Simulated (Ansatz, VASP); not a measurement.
## Si: VASP beside Ansatz

```
CELL_PARAMETERS angstrom
0.00000 0.00000 3.83736
3.32219 -3.32219 -1.91868
6.64438 6.64438 0.00000
ATOMIC_POSITIONS crystal
Si 0.94100 0.00000 0.17873
Si 0.44100 0.00000 0.67873
Si 0.44100 0.00000 0.32127
Si 0.94100 0.00000 0.82127
Si 0.88027 0.64254 0.00000
Si 0.38027 0.64254 0.50000
Si 0.23773 0.35746 0.00000
Si 0.73773 0.35746 0.50000
```

Change from the starting cell: mode 4 frozen in at +0.000 Å and mode 7 at -0.226 Å (largest displacements).

Alike in both runs: task single point; functional PBEsol; k mesh 10 × 10 × 4; occupations gaussian, width 0.03 eV; no spin polarisation.

|  | VASP | Ansatz |
| --- | --- | --- |
| version | VASP 6.6.1 | Ansatz 0.2.0 |
| potentials or method | VASP PAW PBE potentials, release 64 (Si), cutoff 520 eV | scalar-relativistic, plane waves, PAW |
| valence electrons in the cell | 32 | 32 |

```csv
,VASP,Ansatz,Ansatz less VASP
gap on the k mesh at the Fermi level (eV),none,none,-
pressure (GPa),-1.6,-1.7,-0.10
"traceless stress, the component that is largest in VASP (GPa)",0.74,0.73,-0.009
rms of the force components (eV/Å),0.384,0.386,+0.0018
```

VASP's potentials were made for PBE, not for PBEsol, and Ansatz warns of the same on its side. Atom by atom the forces differ by 0.002 eV/Å (rms over components). A gap of «none» marks a metal or a gap that the smearing closes.
